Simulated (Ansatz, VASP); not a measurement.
## SnO2: VASP beside Ansatz

INCAR

```
PREC     = Accurate       # precision mode
ENCUT    = 520            # plane-wave cutoff, eV
EDIFF    = 1E-6           # SCF threshold, eV
ISMEAR   = 0              # smearing method
SIGMA    = 0.05           # smearing width, eV
LREAL    = F              # projectors in reciprocal space
LASPH    = T              # aspherical terms in the spheres
NELM     = 80             # most SCF steps
ALGO     = Normal         # electronic algorithm
ISIF     = 2              # what is computed and relaxed
LWAVE    = F              # write WAVECAR
LCHARG   = F              # write CHGCAR
GGA      = CA             # functional
NBANDS   = 35             # bands
```

The input KPOINTS:

```
Automatic mesh
0
Gamma
  6 6 8
```

File POSCAR:

```
SnO2
1.0
    4.7767255581      0.0000000000      0.0000000000
    0.0000000000      4.7773123567      0.0000000000
    0.0000000000      0.0000000000      3.2271818729
Sn O
2 4
Direct
    0.5000000000      0.5000000000      0.5000000000
    0.0000000000      0.0000000000      0.0000000000
    0.3059833077      0.3580510778      0.0000000000
    0.8059833077      0.1419489222      0.5000000000
    0.1940166923      0.8580510778      0.5000000000
    0.6940166923      0.6419489222      0.0000000000
```

Input for Ansatz:

```yaml
crystal:
  lattice:
    - [4.7767255581, 0.0, 0.0]
    - [0.0, 4.7773123567, 0.0]
    - [0.0, 0.0, 3.2271818729]
  atoms:
    - { symbol: Sn, position: [0.5, 0.5, 0.5] }
    - { symbol: Sn, position: [0.0, 0.0, 0.0] }
    - { symbol: O, position: [0.3059833077, 0.3580510778, 0.0] }
    - { symbol: O, position: [0.8059833077, 0.1419489222, 0.5] }
    - { symbol: O, position: [0.1940166923, 0.8580510778, 0.5] }
    - { symbol: O, position: [0.6940166923, 0.6419489222, 0.0] }
basis:
  ecutwfc: 520.0
kpoints:
  mp_grid: { grid: [6, 6, 8] }
hamiltonian:
  xc: lda
scf:
  occupations: { method: gaussian, width: 0.05 }
output:
  forces: true
  stress: true
  eigenvalues: true
```

Alike in both runs: task single point; functional LDA; k mesh 6 × 6 × 8; occupations gaussian, width 0.05 eV; no spin polarisation.

|  | VASP | Ansatz |
| --- | --- | --- |
| version | VASP 6.6.1 | Ansatz 0.2.0 |
| potentials or method | VASP PAW LDA potentials, release 64 (Sn_d, O), cutoff 520 eV | scalar-relativistic, plane waves, PAW |
| valence electrons in the cell | 52 | 52 |

Ansatz gave:

* gap on the k mesh at the Fermi level (eV): 1.24
* least direct gap on the mesh (eV): 1.24
* pressure (GPa): 4.0
* traceless stress, the component that is largest in VASP (GPa): -6.54
* rms of the force components (eV/Å): 1.834

Q: Estimate VASP's values.

A: gap on the k mesh at the Fermi level (eV): 1.26; least direct gap on the mesh (eV): 1.26; pressure (GPa): 5.0; traceless stress, the component that is largest in VASP (GPa): -7.11; rms of the force components (eV/Å): 1.870.

LDA's correlation is that of Perdew and Zunger in VASP and of Perdew and Wang (1992) in Ansatz. Atom by atom the forces differ by 0.036 eV/Å (rms over components).
